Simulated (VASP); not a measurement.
# HfSi20H10: single point with PBE

HfSi20H10, a slab with vacuum:

```
H Si Hf
1.0
     7.67918    0.00000    0.00000
     0.00000    7.67918    0.00000
     0.00000    0.00000   18.25436
H Si Hf
10 20 1
Direct
  0.40939 0.00000 0.05478
  0.09061 0.00000 0.05478
  0.90939 0.00000 0.05478
  0.59061 0.00000 0.05478
  0.40939 0.50000 0.05478
  0.09061 0.50000 0.05478
  0.90939 0.50000 0.05478
  0.59061 0.50000 0.05478
  0.29029 0.43784 0.46787
  0.70963 0.43707 0.46778
  0.25000 0.00000 0.10219
  0.75000 0.00000 0.10219
  0.25000 0.50000 0.10219
  0.75000 0.50000 0.10219
  0.24533 0.25000 0.17272
  0.75448 0.24999 0.17279
  0.25191 0.75000 0.17994
  0.74814 0.74999 0.17997
  0.00001 0.24803 0.24852
  0.49982 0.24538 0.24034
  0.00006 0.75077 0.25551
  0.49995 0.75349 0.25960
  0.00001 0.00711 0.32874
  0.49977 0.02439 0.32595
  0.99983 0.49263 0.32894
  0.49961 0.47686 0.32198
  0.24666 0.06807 0.40155
  0.75321 0.06816 0.40144
  0.25094 0.38392 0.38525
  0.74850 0.38380 0.38497
  0.50018 0.23572 0.46155
```

```json
{
 "Program": "VASP 6.6.1",
 "Task": "single point",
 "Functional": "PBE",
 "Potentials or basis": "VASP PAW PBE potentials, release 64 (H, Si, Hf_pv)",
 "Cutoff": "520 eV",
 "k mesh": "2 × 2 × 1",
 "Occupations": "gaussian, width 0.05 eV",
 "Spin": "no spin polarisation",
 "Dipole correction": "no",
 "Further INCAR settings": "LREAL = Auto; ALGO = Normal; EDIFF = 1e-06; NBANDS = 71"
}
```

```json
{"Largest force": "0.641 eV/Å", "Band gap on the k mesh": "0.05 eV, indirect (least direct gap 0.12 eV)"}
```

Forces in eV/Å, atoms in the order of the input:
```
H   -0.631 -0.053  0.008
H    0.591 -0.148 -0.045
H   -0.591 -0.147 -0.044
H    0.631 -0.054  0.008
H   -0.639  0.049  0.009
H    0.596  0.153 -0.037
H   -0.595  0.151 -0.037
H    0.639  0.050  0.009
H    0.001 -0.010 -0.010
H   -0.003 -0.003 -0.010
Si  -0.111 -0.269  0.035
Si   0.108 -0.267  0.042
Si  -0.077  0.279  0.032
Si   0.076  0.275  0.039
Si   0.005  0.002  0.004
Si  -0.002  0.004 -0.001
Si  -0.003 -0.011  0.002
Si   0.001 -0.011 -0.001
Si  -0.005 -0.005  0.004
Si   0.004  0.002 -0.004
Si  -0.003  0.011 -0.007
Si   0.002  0.013  0.001
Si   0.002  0.003 -0.003
Si   0.004 -0.008  0.012
Si   0.002 -0.002  0.011
Si  -0.001 -0.024  0.013
Si   0.022  0.015  0.003
Si  -0.020  0.003 -0.008
Si   0.005 -0.010  0.010
Si   0.003 -0.001  0.011
Hf  -0.013  0.014 -0.046
```

Levels at points of the mesh, in eV from the valence-band top:
| k point | band 46 | band 47 | band 48 | band 49 | band 50 | band 51 | band 52 | band 53 | band 54 | band 55 |
| --- | --- | --- | --- | --- | --- | --- | --- | --- | --- | --- |
| (0.00, 0.00, 0.00) | -1.69 | -1.59 | -1.56 | -1.52 | -0.51 | 0.11 | 0.15 | 0.42 | 0.43 | 0.64 |
| (0.50, 0.00, 0.00) | -1.66 | -1.62 | -1.57 | -1.46 | 0.00 | 0.12 | 0.38 | 0.53 | 0.74 | 0.97 |
| (0.00, 0.50, 0.00) | -1.92 | -1.60 | -1.37 | -1.25 | -0.29 | 0.13 | 0.43 | 0.52 | 0.57 | 0.98 |
| (0.50, 0.50, 0.00) | -2.22 | -2.12 | -1.50 | -1.40 | -0.07 | 0.05 | 0.41 | 0.65 | 0.73 | 1.20 |

It took 10 min on 1 thread of Intel(R) Xeon(R) Platinum 8259CL CPU @ 2.50GHz (Skylake/Cascade Lake) (shared host), peak memory 1.1 GiB.

Caveat: spin-orbit coupling is left out, which moves the levels of the heavy elements.
